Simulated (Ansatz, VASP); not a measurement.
**Co in VASP and in Ansatz**

```
Co
1.0
     0.00000    1.76017    1.76017
     1.76017    0.00000    1.76017
     1.76017    1.76017    0.00000
Co
1
Cartesian
  0.0000 0.0000 0.0000
```

Alike in both runs: task relaxation of cell and atoms; functional PBE; dispersion D3(BJ); k mesh 20 × 20 × 20; occupations gaussian, width 0.1 eV; collinear spin.

|  | VASP | Ansatz |
| --- | --- | --- |
| version | VASP 6.6.1 | Ansatz 0.2.0 |
| potentials or method | VASP PAW PBE potentials, release 64 (Co), cutoff 600 eV | scalar-relativistic, plane waves, PAW |
| valence electrons in the cell | 9 | 17 |

```tsv
	VASP	Ansatz	Ansatz less VASP
gap on the k mesh at the Fermi level, each at its own relaxed structure (eV)	none	none	-
net moment per atom (μB)	1.62	1.63	+0.009
size of the moment on the site where the two differ most (μB)	1.63	1.70	+0.062
relaxed volume (Å³/atom)	10.55	10.60	+0.044
relaxed length of the cell vector where the two differ most in proportion (Å)	2.462	2.466	+0.0034
```

Site moments also hang on the region over which each program counts them. A gap of «none» marks a metal or a gap that the smearing closes. VASP's potentials hold 9 valence electrons a cell and Ansatz's 17, so a difference there can come from the potentials and not from the codes.
